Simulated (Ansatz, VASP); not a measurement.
## AlCrBN2 in VASP and in Ansatz

```
Al Cr B N
1.0
     3.50988    0.00000    0.00000
     0.00000    3.50988    0.00000
     0.00000    0.00000    6.20817
Al Cr B N
1 1 1 2
Direct
  0.00000 0.00000 0.50000
  0.50000 0.50000 0.50000
  0.50000 0.50000 0.00000
  0.50000 0.50000 0.78518
  0.50000 0.50000 0.21482
```

Alike in both runs: functional PBE; k mesh 10 × 10 × 6; occupations gaussian, width 0.1 eV; no spin polarisation.

Ansatz relaxed the structure, and its values are those at the end. VASP's run is a single point on that final structure, the one shown.

```csv
,VASP,Ansatz
version,VASP 6.6.1,Ansatz 0.2.0
potentials or method,"VASP PAW PBE potentials, release 64 (Al, Cr_pv, B, N), cutoff 520 eV","scalar-relativistic, plane waves, PAW"
valence electrons in the cell,28,30
```

Ansatz gave:

| Property | Result |
| --- | --- |
| gap on the k mesh at the Fermi level (eV) | none |
| pressure (GPa) | 0.0 |
| rms of the force components (eV/Å) | 0.000 |

Task: Estimate VASP's values.

Result: gap on the k mesh at the Fermi level (eV): none; pressure (GPa): -0.2; rms of the force components (eV/Å): 0.010.

A gap of «none» marks a metal or a gap that the smearing closes. VASP's potentials hold 28 valence electrons a cell and Ansatz's 30, so a difference there can come from the potentials and not from the codes.
